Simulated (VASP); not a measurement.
# Eu (Im-3m) in VASP: a series of runs

Runs on Eu. Level: LDA. Tasks: single point.

Program: VASP 6.6.1. These are calculated values, not measurements. Logs are shortened: lines on timing, memory, paths and dates and some standing lists are left out, and cuts for length are marked.

### 1 The cell of the first run

The structure is cubic, space group Im-3m (No. 229). Conventional cell: a = 4.109 Å, b = 4.109 Å, c = 4.109 Å, α = 90.00°, β = 90.00°, γ = 90.00°. Within 4.7 Å of Eu (site symmetry m-3m) lie 14 Eu at 3.56 to 4.11 Å.

### 2 Single point, LDA, collinear spin, ferromagnetic start

File INCAR:

```
PREC = Accurate ; ENCUT = 520
EDIFF = 1E-7 ; ISMEAR = -1
SIGMA = 0.3 ; LREAL = F
LASPH = T ; NELM = 150
ALGO = Normal ; ISIF = 2
LWAVE = F ; LCHARG = F
ISPIN = 2 ; MAGMOM = 6.925
LORBIT = 11 ; LMAXMIX = 6
GGA = CA ; NBANDS = 18
```

File KPOINTS:

```
Automatic mesh
0
Gamma
  11 11 11
```

File POSCAR:

```
Eu
1.0
   -2.0544259245      2.0544259245      2.0544259245
    2.0544259245     -2.0544259245      2.0544259245
    2.0544259245      2.0544259245     -2.0544259245
Eu
1
Direct
    0.0000000000      0.0000000000      0.0000000000
```

Potentials or basis: VASP PAW PBE potentials, release 64 (Eu).

Run with:

```bash
$ cat potpaw_PBE.64/Eu/POTCAR > POTCAR
$ mpirun -np 1 vasp_std > vasp.out
```

OUTCAR:

```text
PREC = Accurate
   ENCUT = 520
   EDIFF = 1E-7
   ISMEAR = -1
   LREAL = F
   LASPH = T
   NELM = 150
   ISIF = 2
   ISPIN = 2
   LORBIT = 11
   GGA = CA

 ion  position               nearest neighbor table
   1  0.000  0.000  0.000-

  LATTYP: Found a body centered cubic cell.
 ALAT       =     4.1088518490

  Lattice vectors:

 A1 = (  -2.0544259245,   2.0544259245,   2.0544259245)
 A2 = (   2.0544259245,  -2.0544259245,   2.0544259245)
 A3 = (   2.0544259245,   2.0544259245,  -2.0544259245)

Analysis of symmetry for initial positions (statically):
=====================================================================
 Subroutine PRICEL returns:
 Original cell was already a primitive cell.

 Routine SETGRP: Setting up the symmetry group for a
 body centered cubic supercell.

 Subroutine GETGRP returns: Found 48 space group operations
 (whereof 48 operations were pure point group operations)
 out of a pool of 48 trial point group operations.

The static configuration has the point symmetry O_h .

Analysis of symmetry for dynamics (positions and initial velocities):
=====================================================================
 Subroutine PRICEL returns:
 Original cell was already a primitive cell.

 Routine SETGRP: Setting up the symmetry group for a
 body centered cubic supercell.

 Subroutine GETGRP returns: Found 48 space group operations
 (whereof 48 operations were pure point group operations)
 out of a pool of 48 trial point group operations.

The dynamic configuration has the point symmetry O_h .

Analysis of structural, dynamic, and magnetic symmetry:
=====================================================================
 Subroutine PRICEL returns:
 Original cell was already a primitive cell.

 Routine SETGRP: Setting up the symmetry group for a
 body centered cubic supercell.

 Subroutine GETGRP returns: Found 48 space group operations
 (whereof 48 operations were pure point group operations)
 out of a pool of 48 trial point group operations.

The overall configuration has the point symmetry O_h .

 Subroutine INISYM returns: Found 48 space group operations
 (whereof 48 operations are pure point group operations),
 and found     1 'primitive' translations

----------------------------------------------------------------------------------------

                                     Primitive cell

  volume of cell :      34.6842

  direct lattice vectors                    reciprocal lattice vectors
    -2.054425924  2.054425924  2.054425924     0.000000000  0.243376991  0.243376991
     2.054425924 -2.054425924  2.054425924     0.243376991  0.000000000  0.243376991
     2.054425924  2.054425924 -2.054425924     0.243376991  0.243376991  0.000000000

  length of vectors
     3.558370082  3.558370082  3.558370082     0.344187042  0.344187042  0.344187042

  position of ions in fractional coordinates (direct lattice)
     0.000000000  0.000000000  0.000000000

  ion indices of the primitive-cell ions
   primitive index   ion index
                 1           1

----------------------------------------------------------------------------------------

 KPOINTS: Automatic mesh

Automatic generation of k-mesh.
 Grid dimensions read from file:
 generate k-points for:   11   11   11

 Generating k-lattice:

  Cartesian coordinates                     Fractional coordinates (reciprocal lattice)
     0.000000000  0.022125181  0.022125181     0.090909091  0.000000000  0.000000000
     0.022125181  0.000000000  0.022125181     0.000000000  0.090909091  0.000000000
     0.022125181  0.022125181  0.000000000     0.000000000  0.000000000  0.090909091

  Length of vectors
     0.031289731  0.031289731  0.031289731

  Shift w.r.t. Gamma in fractional coordinates (k-lattice)
     0.000000000  0.000000000  0.000000000

 Subroutine IBZKPT returns following result:
 ===========================================

 Found     56 irreducible k-points:

 Following reciprocal coordinates:
            Coordinates               Weight
  0.000000  0.000000  0.000000      1.000000
  0.090909  0.000000  0.000000     12.000000
  0.181818  0.000000  0.000000     12.000000
  0.272727  0.000000  0.000000     12.000000
  0.363636  0.000000  0.000000     12.000000
  0.454545  0.000000  0.000000     12.000000
[... 16 lines left out ...]
  0.272727  0.181818  0.090909     48.000000
  0.363636  0.181818  0.090909     24.000000
 [... further k-points ...]
   k-points           NKPTS =     56   k-points in BZ     NKDIM =     56   number of bands    NBANDS=     18
   number of dos      NEDOS =    301   number of ions     NIONS =      1
   total plane-waves  NPLWV =  21952
   dimension x,y,z NGX =    28 NGY =   28 NGZ =   28
   dimension x,y,z NGXF=    56 NGYF=   56 NGZF=   56
   ions per type =               1
   NGX,Y,Z   is equivalent  to a cutoff of  13.08, 13.08, 13.08 a.u.
   NGXF,Y,Z  is equivalent  to a cutoff of  26.16, 26.16, 26.16 a.u.
 SYSTEM =  unknown system
   PREC   = accura    normal or accurate (medium, high low for compatibility)
   ISTART =      0    job   : 0-new  1-cont  2-samecut
   ICHARG =      2    charge: 1-file 2-atom 10-const
   ISPIN  =      2    spin polarized calculation?
   LNONCOLLINEAR =      F non collinear calculations
   LSORBIT =      F    spin-orbit coupling
   LASPH  =      T    aspherical Exc in radial PAW
   ENCUT  =  520.0 eV  38.22 Ry    6.18 a.u.   6.62  6.62  6.62*2*pi/ulx,y,z
   NELM   =    150;   NELMIN=  2; NELMDL= -5     # of ELM steps
   EDIFF  = 0.1E-06   stopping-criterion for ELM
   LREAL  =      F    real-space projection
   EDIFFG = 0.1E-05   stopping-criterion for IOM
   NSW    =      0    number of steps for IOM
   IBRION =     -1    ionic relax: 0-MD 1-quasi-New 2-CG
   NFREE  =      0    steps in history (QN), initial steepest desc. (CG)
   ISIF   =      2    stress and relaxation
   ISYM   =      2    0-nonsym 1-usesym 2-fastsym
   POTIM  = 0.5000    time-step for ionic-motion
   TEBEG  =    0.0;   TEEND  =   0.0 temperature during run
   PSTRESS=    0.0 pullay stress
   NELECT =      17.0000    total number of electrons
   NUPDOWN=      -1.0000    fix difference up-down
   EMIN   =  10.00;   EMAX   =-10.00  energy-range for DOS
   EFERMI =   0.00;   METHOD = LEGACY
   ISMEAR =    -1;   SIGMA  =   0.30  broadening in eV -4-tet -1-fermi 0-gaus
   EFERMI_NEDOS =   21; number of points for ismear=-14 and -15
   IALGO  =     38    algorithm
   IMIX   =      4    mixing-type and parameters
     AMIX     =   0.40;   BMIX     =  1.00
     AMIX_MAG =   1.60;   BMIX_MAG =  1.00
  volume/ion in A,a.u.               =      34.68       234.06
  Fermi-wavevector in a.u.,A,eV,Ry     =   1.290765  2.439193 22.668331  1.666075
  Thomas-Fermi vector in A             =   2.422577
   LORBIT       =     11    0 simple, 1 ext, 2 COOP (PROOUT), +10 PAW based schemes
   GGA     = CA    functional components
   LHFCALC =     F    Hartree Fock is set to
   AEXX    =    0.0000 exact exchange contribution
   IVDW    =     0    specifies the selected vdW correction
   LEPSILON=     F    determine dielectric tensor
   LRPA    =     F    only Hartree local field effects (RPA)
 spin polarized calculation
  energy-cutoff  :      520.00
  volume of cell :       34.68
 maximum number of plane-waves:       959
   NGX = 13   NGY = 13   NGZ = 13

 number of electron      17.0000002 magnetization       7.1365553

 Free energy of the ion-electron system (eV)
  ---------------------------------------------------
  ext. energy  EPLUGINS =         0.00000000
  ---------------------------------------------------
  free energy    TOTEN  =       -11.75987992 eV

  energy without entropy =      -11.02502383  energy(sigma->0) =      -11.39245187

 E-fermi :   2.5987     XC(G=0):  -9.9588

 val. band max:        2.5768783652   @ k =  -0.4545  -0.4545   0.1818
 cond. band min:       2.6100547313   @ k =   0.3636   0.2727   0.0000
 fundamental gap:      0.0331763661
 Fermi energy:         2.5986973423

 spin component 1

 k-point     1 :       0.0000    0.0000    0.0000
  band No.  band energies     occupation
      1     -38.9379      1.00000
      2     -17.3772      1.00000
      3     -17.3772      1.00000
      4     -17.3772      1.00000
      5      -1.9619      1.00000
      6       1.4844      0.97621
[... 10 lines left out ...]
     17       6.5617      0.00000
     18      13.1051      0.00000

 k-point     2 :       0.0909    0.0000    0.0000
  band No.  band energies     occupation
      1     -38.9315      1.00000
      2     -17.4472      1.00000
      3     -17.3984      1.00000
      4     -17.3777      1.00000
      5      -1.7242      1.00000
      6       1.4834      0.97628
[... 10 lines left out ...]
     17       6.5730      0.00000
     18      13.3295      0.00000
[... 442 lines left out ...]
 k-point    24 :       0.3636    0.1818    0.0909
  band No.  band energies     occupation
      1     -38.8522      1.00000
      2     -18.0464      1.00000
      3     -17.7454      1.00000
      4     -17.5113      1.00000
      5       1.3965      0.98214
      6       1.5414      0.97137
[... 10 lines left out ...]
     17       9.4837      0.00000
     18      10.6575      0.00000

 [... further k-points ...]

 spin component 2

 k-point     1 :       0.0000    0.0000    0.0000
  band No.  band energies     occupation
      1     -36.1627      1.00000
      2     -15.2057      1.00000
      3     -15.2057      1.00000
      4     -15.2057      1.00000
      5      -1.2302      1.00000
      6       5.3985      0.00009
[... 10 lines left out ...]
     17       7.6044      0.00000
     18      14.0740      0.00000

 k-point     2 :       0.0909    0.0000    0.0000
  band No.  band energies     occupation
      1     -36.1548      1.00000
      2     -15.2914      1.00000
      3     -15.2307      1.00000
      4     -15.2064      1.00000
      5      -0.9795      0.99999
      6       5.0878      0.00025
[... 10 lines left out ...]
     17       7.6606      0.00000
     18      14.2950      0.00000
[... 442 lines left out ...]
 k-point    24 :       0.3636    0.1818    0.0909
  band No.  band energies     occupation
      1     -36.0568      1.00000
      2     -16.0108      1.00000
      3     -15.6482      1.00000
      4     -15.3699      1.00000
      5       2.4440      0.62610
      6       3.4635      0.05302
[... 10 lines left out ...]
     17      10.7164      0.00000
     18      11.9716      0.00000

 [... further k-points ...]
[... 5 lines left out ...]
  --------------------------------------------------------------------------------------
  -------------------------------------------------------------------------------------
  Total        0.0154832      0.0154832      0.0154832     -0.0000000      0.0000000      0.0000000
  in kB        0.7152201      0.7152201      0.7152201     -0.0000000      0.0000000      0.0000000
  external PRESSURE =       0.7152201 kB  Pullay stress =       0.0000000 kB

 VOLUME and BASIS-vectors are now :
 -----------------------------------------------------------------------------
  energy-cutoff  :      520.00
  volume of cell :       34.68
      direct lattice vectors                 reciprocal lattice vectors
    -2.054425924  2.054425924  2.054425924     0.000000000  0.243376991  0.243376991
     2.054425924 -2.054425924  2.054425924     0.243376991  0.000000000  0.243376991
     2.054425924  2.054425924 -2.054425924     0.243376991  0.243376991  0.000000000

 POSITION                                       TOTAL-FORCE (eV/Angst)
 -----------------------------------------------------------------------------------
      0.00000      0.00000      0.00000         0.000000     -0.000000     -0.000000
 -----------------------------------------------------------------------------------
    total drift:                               -0.000000     -0.000000     -0.000000

  FREE ENERGIE OF THE ION-ELECTRON SYSTEM (eV)
  ---------------------------------------------------
  free  energy   TOTEN  =       -11.7598799187 eV

  energy  without entropy=      -11.0250238306  energy(sigma->0) =      -11.39245187

 total charge

# of ion       s       p       d       f       tot
--------------------------------------------------
    1        2.090   5.633   0.464   6.489  14.676

 magnetization (x)

# of ion       s       p       d       f       tot
--------------------------------------------------
    1        0.003  -0.064   0.179   6.477   6.596
```

It took 64 s on 1 thread of Intel Xeon 6975P-C (Granite Rapids), shared host; peak memory 0.2 GiB.

Results:

| Item | Value |
| --- | --- |
| Free energy | -11.7599 eV |
| Pressure | 0.1 GPa |
| Net moment | 7.14 μB per cell |
| Site moments | Eu +6.60 μB |
| Valence electrons inside the program's atomic spheres | Eu 14.68 |

Levels at points of the mesh, in eV from the Fermi level:
Spin up:
```tsv
k point	band 9	band 10	band 11	band 12	band 13	band 14	band 15	band 16
(0.00, 0.00, 0.00)	-0.87	-0.87	-0.87	-0.81	1.80	1.80	1.80	3.96
```
Spin down:
```tsv
k point	band 1	band 2	band 3	band 4	band 5	band 6	band 7	band 8	band 9	band 10
(0.00, 0.00, 0.00)	-38.76	-17.80	-17.80	-17.80	-3.83	2.80	2.80	2.80	3.01	3.01
```

Caveat: so wide a smearing shifts energies and pressures; the PAW data sets were made with another functional, which shifts forces and pressure a little; spin-orbit coupling is left out, which moves the levels of the heavy elements; semilocal functionals describe open f shells poorly, which spoils levels, moments and volumes.

### 3 Single point, LDA, collinear spin, ferromagnetic start

File INCAR:

```
SYSTEM = Eu
PREC     = Accurate       ! precision mode
ENCUT    = 520            ! plane-wave cutoff, eV
EDIFF    = 1E-6           ! SCF threshold, eV
ISMEAR   = -1             ! smearing method
SIGMA    = 0.6            ! smearing width, eV
LREAL    = .False.        ! projectors in reciprocal space
LASPH    = .True.         ! aspherical terms in the spheres
NELM     = 150            ! most SCF steps
ALGO     = Normal         ! electronic algorithm
ISIF     = 2              ! what is computed and relaxed
LWAVE    = .False.        ! write WAVECAR
LCHARG   = .False.        ! write CHGCAR
ISPIN    = 2              ! spin polarisation
MAGMOM   = 6.925          ! initial moments
LORBIT   = 11             ! projections on sites
LMAXMIX  = 6              ! l up to which the mixer works
GGA      = CA             ! functional
NBANDS   = 18             ! bands
```

File KPOINTS:

```
regular mesh
0
Gamma
  11 11 11
  0 0 0
```

POSCAR is that of step 2.

Potentials or basis: VASP PAW PBE potentials, release 64 (Eu).

Run with:

```bash
$ cat potpaw_PBE.64/Eu/POTCAR > POTCAR
$ mpirun -np 1 vasp_std > vasp.out
```

It took 54 s on 1 thread of Intel Xeon 6975P-C (Granite Rapids), shared host; peak memory 0.2 GiB.

The run converged. Its results:

```yaml
Free_energy: -12.8315 eV
Pressure: 0.7 GPa
Net_moment: 6.79 μB per cell
Site_moments: Eu +6.32 μB
Valence_electrons_inside_the_program's_atomic_spheres: Eu 14.62
```

Levels at points of the mesh, in eV from the Fermi level:
Spin up:
```csv
k point,band 9,band 10,band 11,band 12,band 13,band 14,band 15,band 16
"(0.00, 0.00, 0.00)",-1.40,-1.40,-1.40,-1.33,1.81,1.81,1.81,3.97
```
Spin down:
```csv
k point,band 2,band 3,band 4,band 5,band 6,band 7,band 8,band 9
"(0.00, 0.00, 0.00)",-18.06,-18.06,-18.06,-3.82,2.41,2.41,2.41,2.74
```

Caveat: so wide a smearing shifts energies and pressures; the PAW data sets were made with another functional, which shifts forces and pressure a little; spin-orbit coupling is left out, which moves the levels of the heavy elements; semilocal functionals describe open f shells poorly, which spoils levels, moments and volumes. The state reached can hang on the start; a lower one may exist.
